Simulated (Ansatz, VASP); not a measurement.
## WC in VASP and in Ansatz

INCAR

```
SYSTEM = WC
PREC = Accurate ; ENCUT = 520
EDIFF = 1E-6 ; ISMEAR = 0
SIGMA = 0.15 ; LREAL = .False.
LASPH = .True. ; NELM = 60
ALGO = Fast ; ISIF = 2
LWAVE = .False. ; LCHARG = .False.
GGA = PE ; NBANDS = 16
```

File KPOINTS:

```
Automatic mesh
0
Gamma
  18 18 16
  0 0 0
```

File POSCAR:

```
WC
1.0
    2.9005014360      0.0000000000      0.0000000000
   -1.4502507180      2.5119079273      0.0000000000
    0.0000000000      0.0000000000      2.8290000000
W C
1 1
Direct
    0.0865212091      0.0633379210      0.0000000000
    0.6666666667      0.3333333333      0.5000000000
```

Input for Ansatz:

```yaml
crystal:
  lattice:
    - [2.900501436, 0.0, 0.0]
    - [-1.450250718, 2.5119079273, 0.0]
    - [0.0, 0.0, 2.829]
  atoms:
    - { symbol: W, position: [0.0865212091, 0.063337921, 0.0] }
    - { symbol: C, position: [0.6666666667, 0.3333333333, 0.5] }
basis:
  ecutwfc: 420
kpoints:
  mp_grid: { grid: [18, 18, 16] }
hamiltonian:
  xc: pbe
scf:
  occupations: { method: gaussian, width: 0.15 }
output:
  forces: true
  stress: true
  eigenvalues: true
  write_density: true
  write_potential: true
  elf: true
  volumetric_format: npy
```

Alike in both runs: task single point; functional PBE; k mesh 18 × 18 × 16; occupations gaussian, width 0.15 eV; no spin polarisation.

|  | VASP | Ansatz |
| --- | --- | --- |
| version | VASP 6.6.1 | Ansatz 0.2.0 |
| potentials or method | VASP PAW PBE potentials, release 64 (W_sv, C), cutoff 520 eV | scalar-relativistic, plane waves, PAW |
| valence electrons in the cell | 18 | 18 |

|  | VASP | Ansatz | Ansatz less VASP |
| --- | --- | --- | --- |
| gap on the k mesh at the Fermi level (eV) | none | none | - |
| pressure (GPa) | 18.3 | 17.1 | -1.27 |
| traceless stress, the component that is largest in VASP (GPa) | -10.17 | -9.87 | +0.298 |
| rms of the force components (eV/Å) | 2.259 | 2.246 | -0.0129 |

Atom by atom the forces differ by 0.013 eV/Å (rms over components). A gap of «none» marks a metal or a gap that the smearing closes. With one functional, cell and mesh, what is left measures potentials, basis and numerics.

Neither program's run includes spin-orbit coupling.
